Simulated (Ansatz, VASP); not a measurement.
# InP in VASP and in Ansatz

Contents of INCAR:

```
SYSTEM = InP
PREC     = Accurate       ! precision mode
ENCUT    = 600            ! plane-wave cutoff, eV
EDIFF    = 1E-7           ! SCF threshold, eV
ISMEAR   = 0              ! smearing method
SIGMA    = 0.02           ! smearing width, eV
LREAL    = .False.        ! projectors in reciprocal space
LASPH    = .True.         ! aspherical terms in the spheres
NELM     = 80             ! most SCF steps
ALGO     = Normal         ! electronic algorithm
ISIF     = 3              ! what is computed and relaxed
LWAVE    = .False.        ! write WAVECAR
LCHARG   = .False.        ! write CHGCAR
GGA      = PE             ! functional
IBRION   = 2              ! ionic algorithm
NSW      = 100            ! ionic steps
EDIFFG   = -0.01          ! ionic threshold
```

KPOINTS

```
regular mesh
0
Gamma
  10 10 10
  0 0 0
```

Contents of POSCAR:

```
InP
1.0
    0.0000000000      2.9800342107      2.9800342107
    2.9800342107      0.0000000000      2.9800342107
    2.9800342107      2.9800342107      0.0000000000
In P
1 1
Direct
    0.0000000000      0.0000000000      0.0000000000
    0.2500000000      0.2500000000      0.2500000000
```

Input for Ansatz:

```yaml
crystal:
  lattice:
    - [0.0, 2.9800342107, 2.9800342107]
    - [2.9800342107, 0.0, 2.9800342107]
    - [2.9800342107, 2.9800342107, 0.0]
  atoms:
    - { symbol: In, position: [0.0, 0.0, 0.0] }
    - { symbol: P, position: [0.25, 0.25, 0.25] }
basis:
  ecutwfc: 420
kpoints:
  mp_grid: { grid: [10, 10, 10] }
hamiltonian:
  xc: pbe
scf:
  occupations: { method: gaussian, width: 0.02 }
output:
  forces: true
  stress: true
  eigenvalues: true
relax:
  adjacent_minimum: "off"
  f_tol: 0.01
  max_steps: 80
  cell: { stress_tol: 0.05 }
```

Alike in both runs: task relaxation of cell and atoms; functional PBE; k mesh 10 × 10 × 10; occupations gaussian, width 0.02 eV; no spin polarisation.

|  | VASP | Ansatz |
| --- | --- | --- |
| version | VASP 6.6.1 | Ansatz 0.2.0 |
| potentials or method | VASP PAW PBE potentials, release 64 (In_d, P), cutoff 600 eV | scalar-relativistic, plane waves, PAW |
| valence electrons in the cell | 18 | 18 |

|  | VASP | Ansatz | Ansatz less VASP |
| --- | --- | --- | --- |
| gap on the k mesh at the Fermi level, each at its own relaxed structure (eV) | 0.44 | 0.44 | +0.003 |
| relaxed volume (Å³/atom) | 26.46 | 26.46 | 0.000 |
| relaxed cell length with the largest relative difference (Å) | 4.214 | 4.214 | 0.0000 |

Noted on VASP's run: the relaxation stopped at its first step, so nothing moved.
